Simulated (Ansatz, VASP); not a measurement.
## SnTe in VASP and in Ansatz

```
Sn Te
1.0
     0.00000    3.18933    3.18933
     3.18933    0.00000    3.18933
     3.18933    3.18933    0.00000
Sn Te
1 1
Direct
  0.00000 0.00000 0.00000
  0.50000 0.50000 0.50000
```

Alike in both runs: task single point; functional r2SCAN; k mesh 8 × 8 × 8; occupations fermi-dirac, width 0.02 eV; non-collinear spin, spin-orbit coupling.

```csv
,VASP,Ansatz
version,VASP 6.6.1,Ansatz 0.2.0
potentials or method,"VASP PAW PBE potentials, release 64 (Sn_d, Te)","plane waves, PAW"
plane-wave cutoff (eV),520,500
valence electrons in the cell,20,30
```

```tsv
	VASP	Ansatz	Ansatz less VASP
pressure (GPa)	-0.2	-0.2	-0.02
net moment per atom (μB)	0.00	0.00	0.000
```

VASP's potentials were made for PBE, not for r2SCAN. VASP's potentials hold 20 valence electrons a cell and Ansatz's 30, so a difference there can come from the potentials and not from the codes.
